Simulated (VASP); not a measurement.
Set up this calculation in VASP 6.6.1, as the native input.

```
Task                   : single point
Functional             : PBE
Potentials or basis    : VASP PAW PBE potentials, release 64 (Ga_d, N)
Cutoff                 : 520 eV
k mesh                 : 13 × 13 × 7
Occupations            : fermi-dirac, width 0.1 eV
Spin                   : no spin polarisation
Dipole correction      : no
Further INCAR settings : ALGO = Normal; EDIFF = 1e-07; NBANDS = 26
```

The structure of GaN (wurtzite type) lies in POSCAR:

```
GaN
1.0
    3.1525518505      0.0000000000      0.0000000000
   -1.5762759253      2.7301899893      0.0000000000
    0.0000000000      0.0000000000      5.1356335932
Ga N
2 2
Direct
    0.3333333333      0.6666666667     -0.0002699952
    0.6666666667      0.3333333333      0.4997300048
    0.3333333333      0.6666666667      0.3762699952
    0.6666666667      0.3333333333      0.8762699952
```

This cell differs from its parent crystal: volume scaled by 0.94.

These files were run (other wordings do the same):

INCAR

```
SYSTEM = GaN
PREC     = Accurate       ! precision mode
ENCUT    = 520            ! plane-wave cutoff, eV
EDIFF    = 1E-7           ! SCF threshold, eV
ISMEAR   = -1             ! smearing method
SIGMA    = 0.1            ! smearing width, eV
LREAL    = .False.        ! projectors in reciprocal space
LASPH    = .True.         ! aspherical terms in the spheres
NELM     = 100            ! most SCF steps
ALGO     = Normal         ! electronic algorithm
ISIF     = 2              ! what is computed and relaxed
LWAVE    = .False.        ! write WAVECAR
LCHARG   = .False.        ! write CHGCAR
GGA      = PE             ! functional
NBANDS   = 26             ! bands
```

KPOINTS

```
Automatic mesh
0
Gamma
  13 13 7
  0 0 0
```

Potentials or basis: VASP PAW PBE potentials, release 64 (Ga_d, N).

Launch:

```sh
$ cat potpaw_PBE.64/Ga_d/POTCAR potpaw_PBE.64/N/POTCAR > POTCAR
$ mpirun -np 1 vasp_std > vasp.out
```

Results of the run:

* Pressure: 12.2 GPa
* Band gap on the k mesh: 2.13 eV, direct

It took 35 s on 1 thread of Intel(R) Xeon(R) 6975P-C (Granite Rapids), with other jobs on the host, peak memory 0.21 GiB.
